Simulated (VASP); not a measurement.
# Si2Mo (I4/mmm) in VASP: further runs

Aim: see how the results for Si2Mo move with the level of theory and the settings. Levels: r2SCAN, r2SCAN+D4. Tasks: relaxation of shape and atoms at fixed volume.

Everything below comes from runs of VASP 6.6.1. Logs are shortened: lines on timing, memory, paths and dates and some standing lists are left out, and cuts for length are marked.

## (1) The cell of the first run

It takes space group I4/mmm (No. 139, tetragonal). The conventional cell has a = 3.204 Å, b = 3.204 Å, c = 7.843 Å, α = 90.00°, β = 90.00°, γ = 90.00°. Within 3.4 Å of Si (site symmetry 4mm) lie 9 Si at 2.59 to 3.20 Å and 5 Mo at 2.61 to 2.63 Å. Mo (site symmetry 4/mmm) has 10 Si at 2.61 to 2.63 Å and 4 Mo at 3.20 Å within 3.4 Å.

## (2) Relaxation of shape and atoms at fixed volume, r2SCAN

Input file POSCAR:

```
Si2Mo
1.0
   -1.6018812136      1.6018812136      3.9212716889
    1.6018812136     -1.6018812136      3.9212716889
    1.6018812136      1.6018812136     -3.9212716889
Si Mo
2 1
Direct
    0.3351230337      0.3351230337      0.0000000000
    0.6648769663      0.6648769663      0.0000000000
    0.0000000000      0.0000000000      0.0000000000
```

Input file INCAR.step1:

```
SYSTEM = Si2Mo
  ALGO = Normal
  EDIFF = 1E-4
  ENCUT = 600
  GGA = PE
  ISMEAR = 0
  LASPH = .True.
  LCHARG = .False.
  LREAL = .False.
  LWAVE = .True.
  NELM = 80
  PREC = Accurate
  SIGMA = 0.05
```

Input file INCAR.step2:

```
SYSTEM = Si2Mo
  ALGO = Normal
  EDIFF = 1E-6
  EDIFFG = -0.02
  ENCUT = 600
  IBRION = 2
  ISIF = 4
  ISMEAR = 0
  ISTART = 1
  LASPH = .True.
  LCHARG = .False.
  LMIXTAU = .True.
  LREAL = .False.
  LWAVE = .False.
  METAGGA = R2SCAN
  NELM = 80
  NSW = 60
  PREC = Accurate
  SIGMA = 0.05
```

Input file KPOINTS:

```
k-points
0
Gamma
  10 10 10
  0 0 0
```

Potentials or basis: VASP PAW PBE potentials, release 64 (Si, Mo_sv).

Started as:

```bash
cat potpaw_PBE.64/Si/POTCAR potpaw_PBE.64/Mo_sv/POTCAR > POTCAR
cp INCAR.step1 INCAR
mpirun -np 1 vasp_std > vasp.out
cp INCAR.step2 INCAR
mpirun -np 1 vasp_std > vasp.out
```

OUTCAR:

```text
SYSTEM = Si2Mo
   EDIFF = 1E-6
   EDIFFG = -0.02
   ENCUT = 600
   IBRION = 2
   ISIF = 4
   ISMEAR = 0
   ISTART = 1
   LASPH = .True.
   LREAL = .False.
   METAGGA = R2SCAN
   NELM = 80
   NSW = 60
   PREC = Accurate

 ion  position               nearest neighbor table
   1  0.335  0.335  0.000-   2 2.59   3 2.61   3 2.61   3 2.61   3 2.61   3 2.63   2 2.63   2 2.63
                             2 2.63   2 2.63
   2  0.665  0.665  0.000-   1 2.59   3 2.61   3 2.61   3 2.61   3 2.61   3 2.63   1 2.63   1 2.63
                             1 2.63   1 2.63
   3  0.000  0.000  0.000-   2 2.61   2 2.61   2 2.61   1 2.61   2 2.61   1 2.61   1 2.61   1 2.61
                             1 2.63   2 2.63

  LATTYP: Found a body centered tetragonal cell.
 ALAT       =     3.2037624272
 C/A-ratio  =     2.4479166468

  Lattice vectors:

 A1 = (  -1.6018812136,   1.6018812136,   3.9212716889)
 A2 = (   1.6018812136,  -1.6018812136,   3.9212716889)
 A3 = (   1.6018812136,   1.6018812136,  -3.9212716889)

Analysis of symmetry for initial positions (statically):
=====================================================================
 Subroutine PRICEL returns:
 Original cell was already a primitive cell.

 Routine SETGRP: Setting up the symmetry group for a
 body centered tetragonal supercell.

 Subroutine GETGRP returns: Found 16 space group operations
 (whereof 16 operations were pure point group operations)
 out of a pool of 16 trial point group operations.

The static configuration has the point symmetry D_4h.

Analysis of symmetry for dynamics (positions and initial velocities):
=====================================================================
 Subroutine PRICEL returns:
 Original cell was already a primitive cell.

 Routine SETGRP: Setting up the symmetry group for a
 body centered tetragonal supercell.

 Subroutine GETGRP returns: Found 16 space group operations
 (whereof 16 operations were pure point group operations)
 out of a pool of 16 trial point group operations.

The dynamic configuration has the point symmetry D_4h.

 Subroutine INISYM returns: Found 16 space group operations
 (whereof 16 operations are pure point group operations),
 and found     1 'primitive' translations

----------------------------------------------------------------------------------------

                                     Primitive cell

  volume of cell :      40.2483

  direct lattice vectors                    reciprocal lattice vectors
[... 112 lines left out ...]
  Thomas-Fermi vector in A             =   2.467008
   LORBIT       =      0    0 simple, 1 ext, 2 COOP (PROOUT), +10 PAW based schemes
   METAGGA = R2SCAN    functional components
   LHFCALC =     F    Hartree Fock is set to
   AEXX    =    0.0000 exact exchange contribution
   IVDW    =     0    specifies the selected vdW correction
   LEPSILON=     F    determine dielectric tensor
   LRPA    =     F    only Hartree local field effects (RPA)
 conjugate gradient relaxation of ions
 non-spin polarized calculation
 Gauss-broadening in eV      SIGMA  =   0.05
  energy-cutoff  :      600.00
  volume of cell :       40.25
 maximum number of plane-waves:      1364
   NGX = 19   NGY = 19   NGZ = 19

--------------------------------------- Ionic step        1  -------------------------------------------

 number of electron      22.0000000 magnetization

 Free energy of the ion-electron system (eV)
  ---------------------------------------------------
  ext. energy  EPLUGINS =         0.00000000
  ---------------------------------------------------
  free energy    TOTEN  =       -45.01426178 eV

  energy without entropy =      -45.01385485  energy(sigma->0) =      -45.01405831

------------------------ aborting loop because EDIFF is reached ----------------------------------------

  FORCE on cell =-STRESS in cart. coord.  units (eV):
  Direction    XX          YY          ZZ          XY          YZ          ZX
  --------------------------------------------------------------------------------------
  -------------------------------------------------------------------------------------
  Total       -0.0445522     -0.0445522     -0.4024776      0.0000000      0.0000000      0.0000000
  in kB       -1.7735058     -1.7735058    -16.0215566      0.0000000      0.0000000      0.0000000
  external PRESSURE =      -6.5228560 kB  Pullay stress =       0.0000000 kB
[... 135 lines left out ...]
--------------------------------------- Ionic step        5  -------------------------------------------

 number of electron      22.0000000 magnetization

 Free energy of the ion-electron system (eV)
  ---------------------------------------------------
  ext. energy  EPLUGINS =         0.00000000
  ---------------------------------------------------
  free energy    TOTEN  =       -45.01486667 eV

  energy without entropy =      -45.01453037  energy(sigma->0) =      -45.01469852

 E-fermi :  12.1311     XC(G=0): -13.3823

 val. band max:       12.1219605901   @ k =  -0.4000   0.5000   0.4000
 cond. band min:      12.3697415400   @ k =  -0.4000   0.4000   0.4000
 fundamental gap:      0.2477809499
 Fermi energy:        12.1310928945

 k-point     1 :       0.0000    0.0000    0.0000
  band No.  band energies     occupation
      1     -50.3776      2.00000
      2     -23.8170      2.00000
      3     -23.7304      2.00000
      4     -23.7304      2.00000
      5      -1.9223      2.00000
      6       5.4816      2.00000
      7       8.7795      2.00000
      8       9.1438      2.00000
      9       9.4389      2.00000
     10       9.4389      2.00000
     11      12.5761      0.00000
     12      15.6720      0.00000
     13      15.6786      0.00000
     14      15.8694      0.00000
[... 401 lines left out ...]
      2     -23.9524      2.00000
      3     -23.8773      2.00000
      4     -23.7802      2.00000
      5       2.3660      2.00000
      6       3.4987      2.00000
      7       6.1571      2.00000
      8       8.1215      2.00000
      9       9.0822      2.00000
     10       9.8247      2.00000
     11      10.2154      2.00000
     12      12.9698      0.00000
     13      13.9508      0.00000
     14      15.8259      0.00000
     15      17.4850      0.00000

 [... further k-points ...]

------------------------ aborting loop because EDIFF is reached ----------------------------------------

  FORCE on cell =-STRESS in cart. coord.  units (eV):
  Direction    XX          YY          ZZ          XY          YZ          ZX
  --------------------------------------------------------------------------------------
  -------------------------------------------------------------------------------------
  Total       -0.1316323     -0.1316323     -0.1165675      0.0000000     -0.0000000      0.0000000
  in kB       -5.2399301     -5.2399301     -4.6402408      0.0000000     -0.0000000      0.0000000
  external PRESSURE =      -5.0400337 kB  Pullay stress =       0.0000000 kB
[... 18 lines left out ...]
  FREE ENERGIE OF THE ION-ELECTRON SYSTEM (eV)
  ---------------------------------------------------
  free  energy   TOTEN  =       -45.0148666712 eV

  energy  without entropy=      -45.0145303662  energy(sigma->0) =      -45.01469852

 reached required accuracy - stopping structural energy minimisation
```

Wall time 9.9 min (1 thread of AMD EPYC 9R45 (Zen 5), shared host); peak memory 0.24 GiB.

What came out:

```
Free energy               : -45.0149 eV
Energy gained by relaxing : 0.2 meV/atom
Ionic steps               : 5
Pressure after relaxing   : -0.5 GPa
Band gap on the k mesh    : zero (bands 11 and 12 overlap by 1.00 eV)
```

The path:
| step | energy change (eV) | largest force (eV/Å) | pressure (GPa) | volume (Å³) |
| --- | --- | --- | --- | --- |
| 1 | 0.0000 | 0.0639 | -0.65 | 40.25 |
| 2 | -0.0004 | 0.0030 | -0.46 | 40.25 |
| 3 | -0.0006 | 0.0217 | -0.54 | 40.25 |
| 4 | -0.0006 | 0.0221 | -0.54 | 40.25 |
| 5 | -0.0006 | 0.0003 | -0.50 | 40.25 |

Final structure:
```
Si Mo
1.0
    -1.60366    1.60366    3.91260
     1.60366   -1.60366    3.91260
     1.60366    1.60366   -3.91260
Si Mo
2 1
Direct
  0.33551 0.33551 0.00000
  0.66449 0.66449 0.00000
  0.00000 0.00000 0.00000
```

Caveat: the PAW data sets were made with another functional, which shifts forces and pressure a little.

## (3) Relaxation of shape and atoms at fixed volume, r2SCAN+D4

POSCAR is that of step 2.

Input file INCAR.step1:

```
PREC = Accurate
ENCUT = 600
ISMEAR = 0
SIGMA = 0.05
LREAL = F
LASPH = T
NELM = 100
GGA = PE
ALGO = Normal
EDIFF = 1E-4
LWAVE = T
LCHARG = F
```

Input file INCAR.step2:

```
PREC = Accurate
ENCUT = 600
EDIFF = 1E-6
ISMEAR = 0
SIGMA = 0.05
LREAL = F
LASPH = T
NELM = 100
ALGO = Normal
ISIF = 4
LWAVE = F
LCHARG = F
METAGGA = R2SCAN
LMIXTAU = T
IVDW = 13
VDW_S6 = 1.0
VDW_S8 = 0.6018749
VDW_A1 = 0.51559235
VDW_A2 = 5.77342911
IBRION = 2
NSW = 60
EDIFFG = -0.02
ISTART = 1
```

Input file KPOINTS:

```
Automatic mesh
0
Gamma
  10 10 10
```

Potentials or basis: VASP PAW PBE potentials, release 64 (Si, Mo_sv).

Started as:

```bash
cat potpaw_PBE.64/Si/POTCAR potpaw_PBE.64/Mo_sv/POTCAR > POTCAR
cp INCAR.step1 INCAR
mpirun -np 1 vasp_std > vasp.out
cp INCAR.step2 INCAR
mpirun -np 1 vasp_std > vasp.out
```

Wall time 9.7 min (1 thread of AMD EPYC 9R45 (Zen 5), shared host); peak memory 0.24 GiB.

The run converged. Its results:

```
Free energy                : -45.5882 eV
Energy gained by relaxing  : 0.2 meV/atom
Ionic steps                : 5
Pressure after relaxing    : -2.5 GPa
Band gap on the k mesh     : zero (bands 11 and 12 overlap by 1.00 eV)
Dispersion energy per atom : -0.191 eV
```

The path:
```
step  energy change (eV)  largest force (eV/Å)  pressure (GPa)  volume (Å³)
   1              0.0000                0.0655           -2.63        40.25
   2             -0.0004                0.0030           -2.43        40.25
   3             -0.0006                0.0222           -2.51        40.25
   4             -0.0006                0.0225           -2.52        40.25
   5             -0.0006                0.0002           -2.48        40.25
```

Final structure:
```
Si Mo
1.0
    -1.60367    1.60367    3.91251
     1.60367   -1.60367    3.91251
     1.60367    1.60367   -3.91251
Si Mo
2 1
Cartesian
  0.0000 0.0000 2.6255
  0.0000 0.0000 5.1995
  1.6037 1.6037 3.9125
```

Levels at points of the mesh, in eV from the Fermi level:
```tsv
k point	band 9	band 10	band 11	band 12	band 13	band 14
(0.00, 0.00, 0.00)	-2.69	-2.69	0.44	3.54	3.55	3.74
(0.50, 0.00, 0.00)	-2.68	-2.54	-0.45	2.62	3.37	4.54
(0.50, 0.50, 0.00)	-4.59	-3.12	-1.30	2.69	3.11	3.55
(0.50, 0.50, 0.50)	-0.50	-0.50	-0.46	-0.46	0.59	5.27
```

Caveat: the PAW data sets were made with another functional, which shifts forces and pressure a little.

The gap in the log of VASP goes by the Fermi energy; the results here count the filled bands.